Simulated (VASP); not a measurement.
# Sb (Fm-3m) in VASP: a series of runs, part 2 of 2

VASP 6.6.1.

### Step 3. Single point, HSE06

The input, POSCAR:

```
Sb
1.0
    0.0000000000      2.3712425216      2.3712425216
    2.3712425216      0.0000000000      2.3712425216
    2.3712425216      2.3712425216      0.0000000000
Sb
1
Direct
    0.0000000000      0.0000000000      0.0000000000
```

The input, INCAR.step1:

```
PREC = Accurate
ENCUT = 400
EDIFF = 1E-5
ISMEAR = -1
SIGMA = 0.05
LREAL = F
LASPH = T
NELM = 120
ALGO = Normal
ISIF = 2
LWAVE = T
LCHARG = F
NBANDS = 14
GGA = PE
GGA_COMPAT = F
```

The input, INCAR.step2:

```
PREC = Accurate
ENCUT = 400
EDIFF = 1E-6
ISMEAR = -1
SIGMA = 0.05
LREAL = F
LASPH = T
NELM = 120
ALGO = Normal
ISIF = 2
LWAVE = F
LCHARG = F
GGA = PE
LHFCALC = T
HFSCREEN = 0.2079
PRECFOCK = Normal
NBANDS = 14
ISTART = 1
GGA_COMPAT = F
```

The input, KPOINTS:

```
regular mesh
0
Gamma
  6 6 6
```

Potentials or basis: VASP PAW PBE potentials, release 64 (Sb_d_GW).

On the command line:

```sh
$ cat potpaw_PBE.64/Sb_d_GW/POTCAR > POTCAR
$ cp INCAR.step1 INCAR
$ mpirun -np 1 vasp_std > vasp.out
$ cp INCAR.step2 INCAR
$ mpirun -np 1 vasp_std > vasp.out
```

OUTCAR:

```text
PREC = Accurate
   ENCUT = 400
   EDIFF = 1E-6
   ISMEAR = -1
   LREAL = F
   LASPH = T
   NELM = 120
   ISIF = 2
   GGA = PE
   LHFCALC = T
   HFSCREEN = 0.2079
   PRECFOCK = Normal
   ISTART = 1

 ion  position               nearest neighbor table
   1  0.000  0.000  0.000-

  LATTYP: Found a face centered cubic cell.
 ALAT       =     4.7424850432

  Lattice vectors:

 A1 = (   0.0000000000,   2.3712425216,   2.3712425216)
 A2 = (   2.3712425216,   0.0000000000,   2.3712425216)
 A3 = (   2.3712425216,   2.3712425216,   0.0000000000)

Analysis of symmetry for initial positions (statically):
=====================================================================
 Subroutine PRICEL returns:
 Original cell was already a primitive cell.

 Routine SETGRP: Setting up the symmetry group for a
 face centered cubic supercell.

 Subroutine GETGRP returns: Found 48 space group operations
 (whereof 48 operations were pure point group operations)
 out of a pool of 48 trial point group operations.

The static configuration has the point symmetry O_h .

Analysis of symmetry for dynamics (positions and initial velocities):
=====================================================================
 Subroutine PRICEL returns:
 Original cell was already a primitive cell.

 Routine SETGRP: Setting up the symmetry group for a
 face centered cubic supercell.

 Subroutine GETGRP returns: Found 48 space group operations
 (whereof 48 operations were pure point group operations)
 out of a pool of 48 trial point group operations.

The dynamic configuration has the point symmetry O_h .

 Subroutine INISYM returns: Found 48 space group operations
 (whereof 48 operations are pure point group operations),
 and found     1 'primitive' translations

----------------------------------------------------------------------------------------
[... 115 lines left out ...]
   HFSCREEN=    0.2079 screening length (either q_TF or 0.3 A-1)
   HFSCREENC=   0.2079 screening length for correlation (either q_TF or 0.3 A-1)
   ENCUTFOCK=  -1.0 apply spherical cutoff to Coloumb kernel
   IVDW    =     0    specifies the selected vdW correction
   LEPSILON=     F    determine dielectric tensor
   LRPA    =     F    only Hartree local field effects (RPA)
 non-spin polarized calculation
  energy-cutoff  :      400.00
  volume of cell :       26.67
 maximum number of plane-waves:       531
 NGX is ok and might be reduce to    24
  NGX = 18; NGY = 18; NGZ = 18

 number of electron      15.0000001 magnetization

 Free energy of the ion-electron system (eV)
  ---------------------------------------------------
  ext. energy  EPLUGINS =         0.00000000
  ---------------------------------------------------
  free energy    TOTEN  =        -4.55412626 eV

  energy without entropy =       -4.54198169  energy(sigma->0) =       -4.54805398

 E-fermi :   6.6724     XC(G=0):  -8.8427

 val. band max:        6.3675690529   @ k =  -0.1667   0.1667   0.0000
 cond. band min:       6.6725128966   @ k =  -0.3333   0.3333   0.1667
 fundamental gap:      0.3049438437
 Fermi energy:         6.6724225066

 k-point     1 :       0.0000    0.0000    0.0000
  band No.  band energies     occupation
      1     -25.5142      2.00000
      2     -25.5142      2.00000
      3     -25.5142      2.00000
      4     -25.4698      2.00000
      5     -25.4698      2.00000
      6      -8.1502      2.00000
      7      12.4588      0.00000
      8      12.4588      0.00000
      9      12.4588      0.00000
     10      17.3342      0.00000
     11      17.6895      0.00000
     12      17.6895      0.00000
     13      17.6895      0.00000
     14      19.3283      0.00000
[... 241 lines left out ...]
      1     -25.5238      2.00000
      2     -25.5060      2.00000
      3     -25.4534      2.00000
      4     -25.4447      2.00000
      5     -25.4172      2.00000
      6      -1.7162      2.00000
      7       1.6627      2.00000
      8       4.2491      2.00000
      9       5.0879      2.00000
     10      14.6594      0.00000
     11      15.2908      0.00000
     12      21.6292      0.00000
     13      21.9519      0.00000
     14      27.9643      0.00000

------------------------ aborting loop because EDIFF is reached ----------------------------------------

  FORCE on cell =-STRESS in cart. coord.  units (eV):
  Direction    XX          YY          ZZ          XY          YZ          ZX
  --------------------------------------------------------------------------------------
  -------------------------------------------------------------------------------------
  Total       -0.1237034     -0.1237034     -0.1237034      0.0000000      0.0000000      0.0000000
  in kB       -7.4324896     -7.4324896     -7.4324896      0.0000000      0.0000000      0.0000000
  external PRESSURE =      -7.4324896 kB  Pullay stress =       0.0000000 kB

 VOLUME and BASIS-vectors are now :
 -----------------------------------------------------------------------------
  energy-cutoff  :      400.00
  volume of cell :       26.67
      direct lattice vectors                 reciprocal lattice vectors
     0.000000000  2.371242522  2.371242522    -0.210859916  0.210859916  0.210859916
     2.371242522  0.000000000  2.371242522     0.210859916 -0.210859916  0.210859916
     2.371242522  2.371242522  0.000000000     0.210859916  0.210859916 -0.210859916

 POSITION                                       TOTAL-FORCE (eV/Angst)
 -----------------------------------------------------------------------------------
      0.00000      0.00000      0.00000        -0.000000      0.000000      0.000000
 -----------------------------------------------------------------------------------
    total drift:                               -0.000001     -0.000000     -0.000000

  FREE ENERGIE OF THE ION-ELECTRON SYSTEM (eV)
  ---------------------------------------------------
  free  energy   TOTEN  =        -4.5541262621 eV

  energy  without entropy=       -4.5419816921  energy(sigma->0) =       -4.54805398
```

OUTCAR.step1:

```text
PREC = Accurate
   ENCUT = 400
   EDIFF = 1E-5
   ISMEAR = -1
   LREAL = F
[... 477 lines left out ...]

 POSITION                                       TOTAL-FORCE (eV/Angst)
 -----------------------------------------------------------------------------------
      0.00000      0.00000      0.00000         0.000000      0.000000      0.000000
 -----------------------------------------------------------------------------------
    total drift:                               -0.000000      0.000000     -0.000000

  FREE ENERGIE OF THE ION-ELECTRON SYSTEM (eV)
  ---------------------------------------------------
  free  energy   TOTEN  =        -3.8664408523 eV

  energy  without entropy=       -3.8531570345  energy(sigma->0) =       -3.85979894
```

It took 22 min on 1 thread of Intel Xeon Platinum 8259CL at 2.50GHz (Skylake/Cascade Lake), shared host; peak memory 0.25 GiB.

What came out:

```yaml
Free_energy: -4.5541 eV
Pressure: -0.7 GPa
Band_gap_on_the_k_mesh: zero (an odd number of electrons rules out a gap without spin polarisation)
```

Caveat: the k points lie up to 0.38 Å⁻¹ apart, too coarse for converged energies and pressures of a metal; the PAW data sets were made with another functional, which shifts forces and pressure a little; spin-orbit coupling is left out, which moves the levels of the heavy elements; an odd number of electrons without spin polarisation forces a metal; a magnetic or distorted state may lie lower.

The gap in the log of VASP goes by the Fermi energy; the results here count the filled bands.